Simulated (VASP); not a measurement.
TiSi: elastic constants with LDA

Crystal: TiSi.

```
Ti Si
1.0
     0.00000    2.49420    2.49420
     2.49420    0.00000    2.49420
     2.49420    2.49420    0.00000
Ti Si
1 1
Direct
  0.00000 0.00000 0.00000
  0.50000 0.50000 0.50000
```

```
Program                   : VASP 6.6.1
Task                      : elastic constants
Functional                : LDA
Potentials or basis       : VASP PAW LDA potentials, release 64 (Ti_sv, Si)
Cutoff                    : 600 eV
k mesh                    : 10 × 10 × 10
Occupations               : fermi-dirac, width 0.15 eV
Spin                      : no spin polarisation
Dipole correction         : no
Ions in elastic constants : relaxed
Further INCAR settings    : ALGO = Normal; EDIFF = 1e-08; IBRION = 6; POTIM = 0.015; NSW = 1; ISIF = 3
```

```json
{"Elastic constants C11, C12, C44": "305, 43, 6 GPa", "Voigt bulk modulus": "130 GPa", "Highest phonon frequency at Γ": "421 cm⁻¹"}
```

Phonon frequencies in cm⁻¹ (negative: imaginary):
| q point | frequencies |
| --- | --- |
| (0.000, 0.000, 0.000) | 0 0 0 421 421 421 |

Elastic tensor in Voigt notation (GPa, in the Cartesian axes of the cell as first typed):
```
305  43  43   0   0   0
 43 305  43   0   0   0
 43  43 305   0   0   0
  0   0   0   6   0   0
  0   0   0   0   6   0
  0   0   0   0   0   6
```

Clamped-ion elastic tensor (GPa):
```
305  43  43   0   0   0
 43 305  43   0   0   0
 43  43 305   0   0   0
  0   0   0   6   0   0
  0   0   0   0   6   0
  0   0   0   0   0   6
```

Wall time 18 min on 1 thread of Intel Xeon 8259CL, with other jobs on the host, peak memory 0.34 GiB.
